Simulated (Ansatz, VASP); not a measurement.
# One calculation of CoO, two programs

Contents of INCAR:

```
ALGO     = Normal         # electronic algorithm
EDIFF    = 1E-6           # SCF threshold, eV
ENCUT    = 600            # plane-wave cutoff, eV
GGA      = PE             # functional
GGA_COMPAT= False        
ISIF     = 2              # what is computed and relaxed
ISMEAR   = -1             # smearing method
ISPIN    = 2              # spin polarisation
LASPH    = True           # aspherical terms in the spheres
LCHARG   = False          # write CHGCAR
LMAXMIX  = 4              # l up to which the mixer works
LORBIT   = 11             # projections on sites
LREAL    = False          # projectors in reciprocal space
LWAVE    = False          # write WAVECAR
MAGMOM   = 2.5 0          # initial moments
NBANDS   = 22             # bands
NELM     = 200            # most SCF steps
NUPDOWN  = 2.5            # fixed moment
PREC     = Accurate       # precision mode
SIGMA    = 0.05           # smearing width, eV
```

Contents of KPOINTS:

```
k-points
0
Gamma
  10 10 10
```

POSCAR

```
CoO
1.0
   -1.5080004400      1.5080004400      2.1072503600
    1.5080004400     -1.5080004400      2.1072503600
    1.5080004400      1.5080004400     -2.1072503600
Co O
1 1
Direct
    0.0000000000      0.0000000000      0.0000000000
    0.5000000000      0.5000000000      0.0000000000
```

input.yaml

```yaml
crystal:
  lattice:
    - [-1.50800044, 1.50800044, 2.10725036]
    - [1.50800044, -1.50800044, 2.10725036]
    - [1.50800044, 1.50800044, -2.10725036]
  atoms:
    - { symbol: Co, position: [0.0, 0.0, 0.0], spin: 2.5 }
    - { symbol: O, position: [0.5, 0.5, 0.0] }
hamiltonian:
  xc: pbe
  pseudopotentials: { kind: paw }
magnetization:
  spin_polarized: true
  initial_magnetization: 2.5
  spin_locking: { lock_magnetization: hard }
kpoints:
  mp_grid: { grid: [10, 10, 10] }
scf:
  occupations: { method: fermi_dirac, width: 0.05 }
  lower_state_search: "off"
output:
  forces: true
  stress: true
  eigenvalues: true
```

Alike in both runs: task single point; functional PBE; k mesh 10 × 10 × 10; occupations fermi-dirac, width 0.05 eV; collinear spin; fixed moment 2.5 μB.

|  | VASP | Ansatz |
| --- | --- | --- |
| version | VASP 6.6.1 | Ansatz 0.2.0 |
| potentials or method | VASP PAW PBE potentials, release 64 (Co_sv, O) | Ansatz PAW |
| plane-wave cutoff (eV) | 600 | 420 |
| valence electrons in the cell | 23 | 23 |

Ansatz gave:

```
pressure (GPa)                                                : -3.7
traceless stress, the component that is largest in VASP (GPa) : 0.06
net moment per atom (μB)                                      : 1.25
size of the moment on the site where the two differ most (μB) : 2.19
```

Task: Which values does VASP return?

Result: Pressure (GPa): -6.1; traceless stress, the component that is largest in VASP (GPa): 0.06; net moment per atom (μB): 1.25; size of the moment on the site where the two differ most (μB): 2.22.

Site moments also hang on the region over which each program counts them. The functional is the same, so the differences come from potentials, cutoffs and numerics.
